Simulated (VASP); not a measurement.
La: single point with PBE

Crystal: La.

```
La
1.0
    -2.89276    2.89276    1.76545
     2.89276   -2.89276    1.76545
     2.89276    2.89276   -1.76545
La
2
Direct
  0.62500 0.87500 0.75000
  0.37500 0.12500 0.25000
```

```json
{"Program": "VASP 6.6.1", "Task": "single point", "Functional": "PBE", "Potentials or basis": "VASP PAW PBE potentials, release 64 (La)", "Cutoff": "520 eV", "k mesh": "13 × 13 × 13", "Occupations": "fermi-dirac, width 0.1 eV", "Spin": "no spin polarisation", "Dipole correction": "no", "Further INCAR settings": "ALGO = Normal; EDIFF = 1e-07; NBANDS = 18"}
```

| Item | Value |
| --- | --- |
| Pressure | 7.0 GPa |
| Band gap on the k mesh | zero (band 11 reaches 10.99 eV, above the bottom of band 12 at 9.44 eV) |

Stress tensor (GPa, compression positive):
```
6.92 0.00 0.00
0.00 6.92 0.00
0.00 0.00 7.00
```

Levels at points of the mesh, in eV from the Fermi level:
| k point | band 9 | band 10 | band 11 | band 12 | band 13 | band 14 |
| --- | --- | --- | --- | --- | --- | --- |
| (0.00, 0.00, 0.00) | -3.08 | -2.63 | -0.57 | -0.28 | 0.71 | 1.27 |

It took 8.4 min on 1 thread of Oxide Virtual Turin-like Processor, on a shared host, peak memory 0.33 GiB.

Caveat: spin-orbit coupling is left out, which moves the levels of the heavy elements.
